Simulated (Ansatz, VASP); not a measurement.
## BAs: VASP beside Ansatz

```xyz
2
Lattice="0.0000 2.3894 2.3894 2.3894 0.0000 2.3894 2.3894 2.3894 0.0000" Properties=species:S:1:pos:R:3 pbc="T T T"
B     3.5841    3.5841    3.5841
As    0.0000    0.0000    0.0000
```

Change from the starting cell: volume scaled by 0.975.

Alike in both runs: task single point; functional LDA; k mesh 11 × 11 × 11; occupations fermi-dirac, width 0.01 eV; no spin polarisation.

```csv
,VASP,Ansatz
version,VASP 6.6.1,Ansatz 0.2.0
potentials or method,"VASP PAW LDA potentials, release 64 (B, As), cutoff 520 eV","all-electron LAPW, scalar-relativistic"
```

```csv
,VASP,Ansatz,Ansatz less VASP
gap on the k mesh at the Fermi level (eV),1.15,1.16,+0.009
pressure (GPa),-3.2,-4.1,-0.83
```

LDA's correlation is that of Perdew and Zunger in VASP and of Perdew and Wang (1992) in Ansatz. Ansatz ran all-electron here, and VASP with PAW potentials.
